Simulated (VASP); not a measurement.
Set up this calculation in VASP 6.6.1, as the native input.

| Quantity | Value |
| --- | --- |
| Task | single point |
| Functional | PBEsol |
| Potentials or basis | VASP PAW PBE potentials, release 64 (Ba_sv, Zr_sv, O) |
| Cutoff | 520 eV |
| k mesh | 6 × 6 × 6 |
| Occupations | fermi-dirac, width 0.05 eV |
| Spin | no spin polarisation |
| Hubbard terms | Zr d U = 1.0 eV |
| Dipole correction | no |
| Further INCAR settings | ALGO = Normal; EDIFF = 1e-06; NBANDS = 28 |

The structure of BaZrO3 lies in POSCAR:

```
BaZrO3
1.0
    4.1846527368      0.0000000000      0.0000000000
    0.0000000000      4.1846527368      0.0000000000
    0.0000000000      0.0000000000      4.1846527368
Ba Zr O
1 1 3
Direct
    0.0000000000      0.0000000000      0.0000000000
    0.5000000000      0.5000000000      0.5000000000
    0.5000000000      0.5000000000      0.0000000000
    0.5000000000      0.0000000000      0.5000000000
    0.0000000000      0.5000000000      0.5000000000
```

These files were run (other wordings do the same):

INCAR

```
ALGO = Normal
EDIFF = 1E-6
ENCUT = 520
GGA = PS
ISIF = 2
ISMEAR = -1
LASPH = True
LCHARG = False
LDAU = True
LDAUJ = 0 0 0
LDAUL = -1 2 -1
LDAUPRINT = 1
LDAUTYPE = 2
LDAUU = 0 1 0
LMAXMIX = 4
LREAL = False
LWAVE = False
NBANDS = 28
NELM = 150
PREC = Accurate
SIGMA = 0.05
```

KPOINTS

```
k-points
0
Gamma
  6 6 6
```

Potentials or basis: VASP PAW PBE potentials, release 64 (Ba_sv, Zr_sv, O).

The run is started by

```bash
$ cat potpaw_PBE.64/Ba_sv/POTCAR potpaw_PBE.64/Zr_sv/POTCAR potpaw_PBE.64/O/POTCAR > POTCAR
$ mpirun -np 1 vasp_std > vasp.out
```

It gave:

```yaml
Pressure: 1.7 GPa
Band_gap_on_the_k_mesh: 3.26 eV, indirect (least direct gap 3.49 eV)
```

Caveat: the PAW data sets were made with another functional, which shifts forces and pressure a little; spin-orbit coupling is left out, which moves the levels of the heavy elements.

Wall time 22 s on 1 thread of Intel(R) Xeon(R) 6975P-C (Granite Rapids), on a shared host, peak memory 0.19 GiB.
